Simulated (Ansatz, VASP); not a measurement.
**One calculation of KSrCl3, two programs**

```
K Sr Cl
1.0
     5.78600    0.00000    0.00000
     0.00000    5.78600    0.00000
     0.00000    0.00000    5.78600
K Sr Cl
1 1 3
Direct
  0.00000 0.00000 0.00000
  0.50000 0.50000 0.50000
  0.50000 0.50000 0.00000
  0.50000 0.00000 0.50000
  0.00000 0.50000 0.50000
```

Alike in both runs: task single point; functional PBE; k mesh 4 × 4 × 4; no spin polarisation.

|  | VASP | Ansatz |
| --- | --- | --- |
| version | VASP 6.6.1 | Ansatz 0.2.0 |
| potentials or method | VASP PAW PBE potentials, release 64 (K_sv, Sr_sv, Cl) | plane waves, PAW |
| plane-wave cutoff (eV) | 520 | 420 |
| occupations | gaussian, width 0.01 eV | fixed |
| valence electrons in the cell | 40 | 40 |

|  | VASP | Ansatz | Ansatz less VASP |
| --- | --- | --- | --- |
| gap on the k mesh at the Fermi level (eV) | 4.33 | 4.33 | -0.001 |
| pressure (GPa) | -1.0 | -1.0 | -0.03 |
